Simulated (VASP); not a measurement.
Here is a VASP 6.6.1 calculation.

Contents of INCAR:

```
AGGAC = 1.0
AGGAX = 1.0
ALDAC = 0.0
ALDAX = 1.0
ALGO = Normal
EDIFF = 1E-6
ENCUT = 520
GGA = B5
ISIF = 2
ISMEAR = 0
IVDW = 12
LASPH = T
LCHARG = F
LREAL = F
LWAVE = F
NBANDS = 15
NELM = 80
PREC = Accurate
SIGMA = 0.01
VDW_A1 = 0.4298
VDW_A2 = 4.2359
VDW_S6 = 1.0
VDW_S8 = 2.6996
```

Contents of KPOINTS:

```
k-points
0
Gamma
  6 6 6
```

POSCAR

```
CaSe
1.0
    0.0000000000      3.2318641102      3.2318641102
    3.2318641102      0.0000000000      3.2318641102
    3.2318641102      3.2318641102      0.0000000000
Ca Se
1 1
Direct
    0.0000000000      0.0000000000      0.0000000000
    0.7500000000      0.7500000000      0.7500000000
```

Potentials or basis: VASP PAW PBE potentials, release 64 (Ca_sv, Se).

Command:

```console
$ cat potpaw_PBE.64/Ca_sv/POTCAR potpaw_PBE.64/Se/POTCAR > POTCAR
$ mpirun -np 1 vasp_std > vasp.out
```

Q: Estimate the pressure.

A: 0.2 GPa.

Q: Predict the dispersion energy per atom.

A: -0.605 eV.

Q: Predict the band gap on the k mesh.

A: 3.46 eV (least direct gap 3.58 eV).

Caveat: the PAW data sets were made with another functional, which shifts forces and pressure a little. A k mesh can miss the band edges.
